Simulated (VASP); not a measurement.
Wanted: the native input for a VASP 6.6.1 run.

```yaml
Task: single point
Functional: PBE
Potentials_or_basis: VASP PAW PBE potentials, release 64 (Fe, Bi_d)
Cutoff: 520 eV
k_mesh: 10 × 10 × 10
Occupations: gaussian, width 0.05 eV
Spin: collinear spin, ferromagnetic start
Starting_moments: "[2.89, 0.0] μB"
Dipole_correction: no
Further_INCAR_settings: ALGO = Normal; EDIFF = 1e-07; NBANDS = 22
```

The structure of FeBi lies in POSCAR:

```
FeBi
1.0
    0.0000000000      2.7570388884      2.7570388884
    2.7570388884      0.0000000000      2.7570388884
    2.7570388884      2.7570388884      0.0000000000
Fe Bi
1 1
Direct
    0.5000000000      0.5000000000      0.5000000000
    0.0000000000      0.0000000000      0.0000000000
```

One way to write it, as run:

INCAR

```
  ALGO = Normal
  EDIFF = 1E-7
  ENCUT = 520
  GGA = PE
  ISIF = 2
  ISMEAR = 0
  ISPIN = 2
  LASPH = T
  LCHARG = T
  LELF = T
  LMAXMIX = 4
  LORBIT = 11
  LREAL = F
  LVHAR = T
  LWAVE = F
  MAGMOM = 2.89 0
  NBANDS = 22
  NELM = 150
  PREC = Accurate
  SIGMA = 0.05
```

KPOINTS

```
k-points
0
Gamma
  10 10 10
```

Potentials or basis: VASP PAW PBE potentials, release 64 (Fe, Bi_d).

The run is started by

```console
$ cat potpaw_PBE.64/Fe/POTCAR potpaw_PBE.64/Bi_d/POTCAR > POTCAR
$ mpirun -np 1 vasp_std > vasp.out
```

Results of the run:

* Pressure: 2.7 GPa
* Net moment: 2.56 μB per cell
* Site moments: Fe +2.59; Bi -0.07 μB
* Valence electrons inside the program's atomic spheres: Fe 6.96; Bi 12.94

Wall time 50 s on 1 thread of Intel(R) Xeon(R) 6975P-C (Granite Rapids), on a shared host, peak memory 0.22 GiB.
